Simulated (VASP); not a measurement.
# NbCu (Fm-3m) in VASP: settings compared, part 2 of 2

VASP 6.6.1.

## Step 4: Relaxation of cell and atoms, LDA

This run uses another cell than the first one, of 16.82 Å³/atom.

INCAR reads:

```
  ALGO = Normal
  EDIFF = 1E-6
  EDIFFG = -0.01
  ENCUT = 600
  GGA = CA
  IBRION = 2
  ISIF = 3
  ISMEAR = -1
  LASPH = True
  LCHARG = False
  LREAL = False
  LWAVE = False
  NELM = 60
  NSW = 60
  PREC = Accurate
  SIGMA = 0.05
```

KPOINTS reads:

```
k-points
0
Gamma
  9 9 9
```

POSCAR reads:

```
NbCu
1.0
    0.0000000000      2.5622100000      2.5622100000
    2.5622100000      0.0000000000      2.5622100000
    2.5622100000      2.5622100000      0.0000000000
Nb Cu
1 1
Direct
    0.0000000000      0.0000000000      0.0000000000
    0.5000000000      0.5000000000      0.5000000000
```

Potentials or basis: VASP PAW LDA potentials, release 64 (Nb_sv, Cu).

Command:

```bash
> cat potpaw_LDA.64/Nb_sv/POTCAR potpaw_LDA.64/Cu/POTCAR > POTCAR
> mpirun -np 1 vasp_std > vasp.out
```

OUTCAR:

```text
EDIFF = 1E-6
   EDIFFG = -0.01
   ENCUT = 600
   GGA = CA
   IBRION = 2
   ISIF = 3
   ISMEAR = -1
   LASPH = True
   LREAL = False
   NELM = 60
   NSW = 60
   PREC = Accurate

 ion  position               nearest neighbor table
   1  0.000  0.000  0.000-   2 2.56   2 2.56   2 2.56   2 2.56   2 2.56   2 2.56
   2  0.500  0.500  0.500-   1 2.56   1 2.56   1 2.56   1 2.56   1 2.56   1 2.56

  LATTYP: Found a face centered cubic cell.
 ALAT       =     5.1244200000

  Lattice vectors:

 A1 = (   0.0000000000,   2.5622100000,   2.5622100000)
 A2 = (   2.5622100000,   0.0000000000,   2.5622100000)
 A3 = (   2.5622100000,   2.5622100000,   0.0000000000)

Analysis of symmetry for initial positions (statically):
=====================================================================
 Subroutine PRICEL returns:
 Original cell was already a primitive cell.

 Routine SETGRP: Setting up the symmetry group for a
 face centered cubic supercell.

 Subroutine GETGRP returns: Found 48 space group operations
 (whereof 48 operations were pure point group operations)
 out of a pool of 48 trial point group operations.

The static configuration has the point symmetry O_h .

Analysis of symmetry for dynamics (positions and initial velocities):
[... 164 lines left out ...]
  FORCE on cell =-STRESS in cart. coord.  units (eV):
  Direction    XX          YY          ZZ          XY          YZ          ZX
  --------------------------------------------------------------------------------------
  -------------------------------------------------------------------------------------
  Total       -1.9856455     -1.9856455     -1.9856455      0.0000000      0.0000000      0.0000000
  in kB      -94.5666807    -94.5666807    -94.5666807      0.0000000      0.0000000      0.0000000
  external PRESSURE =     -94.5666807 kB  Pullay stress =       0.0000000 kB
[... 23 lines left out ...]
--------------------------------------- Ionic step        2  -------------------------------------------

 number of electron      24.0000005 magnetization

 E-fermi :  10.1260     XC(G=0): -12.9684

 val. band max:       10.1136254128   @ k =  -0.3333   0.3333   0.1111
 cond. band min:      10.1282870184   @ k =  -0.3333   0.4444   0.2222
 fundamental gap:      0.0146616056
 Fermi energy:        10.1260344289

 k-point     1 :       0.0000    0.0000    0.0000
  band No.  band energies     occupation
      1     -44.3869      2.00000
      2     -20.4892      2.00000
      3     -20.4892      2.00000
      4     -20.4892      2.00000
      5       2.4527      2.00000
      6       5.0374      2.00000
[... 518 lines left out ...]
--------------------------------------- Ionic step        4  -------------------------------------------

 number of electron      23.9999998 magnetization

 Free energy of the ion-electron system (eV)
  ---------------------------------------------------
  ext. energy  EPLUGINS =         0.00000000
  ---------------------------------------------------
  free energy    TOTEN  =       -14.44082529 eV

  energy without entropy =      -14.41650830  energy(sigma->0) =      -14.42866680

 E-fermi :   8.9998     XC(G=0): -12.5189

 val. band max:        8.9906459335   @ k =  -0.3333   0.4444   0.2222
 cond. band min:       9.0291310732   @ k =  -0.4444   0.4444   0.0000
 fundamental gap:      0.0384851397
 Fermi energy:         8.9997829387

 k-point     1 :       0.0000    0.0000    0.0000
  band No.  band energies     occupation
      1     -45.6703      2.00000
      2     -21.7741      2.00000
      3     -21.7741      2.00000
      4     -21.7741      2.00000
      5       1.6915      2.00000
      6       4.3542      2.00000
[... 476 lines left out ...]
  FREE ENERGIE OF THE ION-ELECTRON SYSTEM (eV)
  ---------------------------------------------------
  free  energy   TOTEN  =       -14.4408252892 eV

  energy  without entropy=      -14.4165083034  energy(sigma->0) =      -14.42866680

 reached required accuracy - stopping structural energy minimisation
```

CONTCAR:

```text
NbCu
   1.00000000000000
     0.0000000000000000    2.5080683500129961    2.5080683500129961
     2.5080683500129961    0.0000000000000000    2.5080683500129961
     2.5080683500129961    2.5080683500129961   -0.0000000000000000
  Nb              Cu
     1     1
Direct
     0.0000000000000000    0.0000000000000000    1.0000000000000000
     0.5000000000000000    0.5000000000000000    0.5000000000000000

  0.00000000E+00  0.00000000E+00  0.00000000E+00
  0.00000000E+00  0.00000000E+00  0.00000000E+00
```

It took 52 s on 1 thread of Intel Xeon 6975P-C (Granite Rapids), shared host; peak memory 0.17 GiB.

What came out:

```yaml
Free_energy: -14.4408 eV
Relaxed_volume: 15.78 Å³/atom
Relaxed_cell: a = 3.547 Å, b = 3.547 Å, c = 3.547 Å, α = 60.00°, β = 60.00°, γ = 60.00°
Space_group_after_relaxing_to_0.1_Å: Fm-3m (No. 225)
Energy_gained_by_relaxing: 32.9 meV/atom
Ionic_steps: 4
Pressure_after_relaxing: -0.1 GPa
Band_gap_on_the_k_mesh: zero (bands 12 and 13 overlap by 2.01 eV)
```

The path:
| step | energy change (eV) | largest force (eV/Å) | pressure (GPa) | volume (Å³) |
| --- | --- | --- | --- | --- |
| 1 | 0.0000 | 0.0000 | -9.46 | 33.64 |
| 2 | 0.0575 | 0.0000 | 16.79 | 29.04 |
| 3 | -0.0658 | 0.0000 | -0.22 | 31.59 |
| 4 | -0.0658 | 0.0000 | -0.09 | 31.55 |

Final structure:
```cif
data_structure
_symmetry_space_group_name_H-M 'P 1'
_symmetry_Int_Tables_number 1
_cell_length_a 3.5469
_cell_length_b 3.5469
_cell_length_c 3.5469
_cell_angle_alpha 60.000
_cell_angle_beta 60.000
_cell_angle_gamma 60.000
_cell_volume 31.55
loop_
_atom_site_label
_atom_site_type_symbol
_atom_site_fract_x
_atom_site_fract_y
_atom_site_fract_z
_atom_site_occupancy
Nb1 Nb 0.00000 0.00000 0.00000 1
Cu1 Cu 0.50000 0.50000 0.50000 1
```

Levels at points of the mesh, in eV from the Fermi level:
```tsv
k point	band 9	band 10	band 11	band 12	band 13	band 14	band 15	band 16
(0.00, 0.00, 0.00)	-4.31	-4.31	1.09	1.09	1.09	2.65	2.65	9.15
```

## Step 5: Relaxation of cell and atoms, PBE

This run uses another cell than the first one, of 16.82 Å³/atom.

INCAR reads:

```
PREC = Accurate
ENCUT = 600
EDIFF = 1E-7
ISMEAR = -1
SIGMA = 0.05
LREAL = False
LASPH = True
NELM = 60
ALGO = Fast
ISIF = 3
LWAVE = False
LCHARG = False
GGA = PE
IBRION = 2
NSW = 60
EDIFFG = -0.01
```

KPOINTS reads:

```
regular mesh
0
Gamma
  9 9 9
```

POSCAR is that of step 4.

Potentials or basis: VASP PAW PBE potentials, release 64 (Nb_sv, Cu).

Command:

```bash
> cat potpaw_PBE.64/Nb_sv/POTCAR potpaw_PBE.64/Cu/POTCAR > POTCAR
> mpirun -np 1 vasp_std > vasp.out
```

Run time: 50 s. Hardware: 1 thread of Intel Xeon 6975P-C (Granite Rapids), shared host; peak memory 0.18 GiB.

Results (log left out):

```
Free energy             : -12.4781 eV
Pressure after relaxing : 0.0 GPa
Band gap on the k mesh  : zero (bands 12 and 13 overlap by 1.84 eV)
```

Final structure:
```cif
data_structure
_symmetry_space_group_name_H-M 'P 1'
_symmetry_Int_Tables_number 1
_cell_length_a 3.6235
_cell_length_b 3.6235
_cell_length_c 3.6235
_cell_angle_alpha 60.000
_cell_angle_beta 60.000
_cell_angle_gamma 60.000
_cell_volume 33.64
loop_
_atom_site_label
_atom_site_type_symbol
_atom_site_fract_x
_atom_site_fract_y
_atom_site_fract_z
_atom_site_occupancy
Nb1 Nb 0.00000 0.00000 0.00000 1
Cu1 Cu 0.50000 0.50000 0.50000 1
```

Levels at points of the mesh, in eV from the Fermi level:
| k point | band 9 | band 10 | band 11 | band 12 | band 13 | band 14 | band 15 | band 16 |
| --- | --- | --- | --- | --- | --- | --- | --- | --- |
| (0.00, 0.00, 0.00) | -3.96 | -3.96 | 1.02 | 1.02 | 1.02 | 2.38 | 2.38 | 9.40 |

Caveat: the relaxation stopped at its first step, so nothing moved.

## Step 6: Relaxation of cell and atoms, PBEsol

This run uses another cell than the first one, of 16.82 Å³/atom.

INCAR reads:

```
ALGO = Normal ; EDIFF = 1E-6
EDIFFG = -0.01 ; ENCUT = 600
GGA = PS ; IBRION = 2
ISIF = 3 ; ISMEAR = -1
LASPH = True ; LCHARG = False
LREAL = False ; LWAVE = False
NELM = 60 ; NSW = 60
PREC = Accurate ; SIGMA = 0.05
```

KPOINTS reads:

```
k-points
0
Gamma
  9 9 9
```

POSCAR is that of step 5.

Potentials or basis: VASP PAW PBE potentials, release 64 (Nb_sv, Cu).

Command:

```bash
> cat potpaw_PBE.64/Nb_sv/POTCAR potpaw_PBE.64/Cu/POTCAR > POTCAR
> mpirun -np 1 vasp_std > vasp.out
```

Wall time 46 s (1 thread of Intel Xeon 6975P-C (Granite Rapids), shared host); peak memory 0.18 GiB.

It converged, with:

```yaml
Free_energy: -13.7355 eV
Relaxed_volume: 16.18 Å³/atom
Relaxed_cell: a = 3.577 Å, b = 3.577 Å, c = 3.577 Å, α = 60.00°, β = 60.00°, γ = 60.00°
Space_group_after_relaxing_to_0.1_Å: Fm-3m (No. 225)
Energy_gained_by_relaxing: 12.1 meV/atom
Ionic_steps: 3
Pressure_after_relaxing: -0.1 GPa
Band_gap_on_the_k_mesh: zero (bands 12 and 13 overlap by 1.95 eV)
```

The path:
```
step  energy change (eV)  largest force (eV/Å)  pressure (GPa)  volume (Å³)
   1              0.0000                0.0000           -6.00        33.64
   2              0.0233                0.0000            9.60        30.67
   3             -0.0241                0.0000           -0.09        32.36
```

Final structure:
```
CELL_PARAMETERS angstrom
0.00000 2.52932 2.52932
2.52932 0.00000 2.52932
2.52932 2.52932 0.00000
ATOMIC_POSITIONS crystal
Nb 0.00000 0.00000 0.00000
Cu 0.50000 0.50000 0.50000
```

Levels at points of the mesh, in eV from the Fermi level:
| k point | band 8 | band 9 | band 10 | band 11 | band 12 | band 13 | band 14 | band 15 | band 16 |
| --- | --- | --- | --- | --- | --- | --- | --- | --- | --- |
| (0.00, 0.00, 0.00) | -4.15 | -4.15 | -4.15 | 1.07 | 1.07 | 1.07 | 2.55 | 2.55 | 9.04 |

Caveat: the PAW data sets were made with another functional, which shifts forces and pressure a little.

## Step 7: Overview

```csv
task,level,potentials or basis,cell,cutoff (eV),gap on the mesh (eV),pressure (GPa),relaxed volume (Å³/atom)
single point,BLYP,"VASP PAW PBE potentials, release 64 (Nb_sv, Cu)","a = 3.678 Å, angles 60.0°, 2 atoms",520,none,0.3,-
single point,r2SCAN,"VASP PAW PBE potentials, release 64 (Nb_sv, Cu)","a = 3.599 Å, angles 60.0°, 2 atoms",520,none,0.0,-
relaxation of cell and atoms,LDA,"VASP PAW LDA potentials, release 64 (Nb_sv, Cu)","relaxed from a = 3.624 Å, angles 60.0°, 2 atoms",600,none,-0.1,15.78
relaxation of cell and atoms,PBE,"VASP PAW PBE potentials, release 64 (Nb_sv, Cu)","relaxed from a = 3.624 Å, angles 60.0°, 2 atoms",600,none,0.0,-
relaxation of cell and atoms,PBEsol,"VASP PAW PBE potentials, release 64 (Nb_sv, Cu)","relaxed from a = 3.624 Å, angles 60.0°, 2 atoms",600,none,-0.1,16.18
```

Alike in all rows: no spin polarisation; k mesh 9 × 9 × 9; smearing fermi-dirac 0.05 eV.

Caveats: the PAW data sets were made with another functional, which shifts forces and pressure a little (at least some runs); the relaxation stopped at its first step, so nothing moved (at least some runs).

Absolute energies hang on the potentials; compare differences alone.
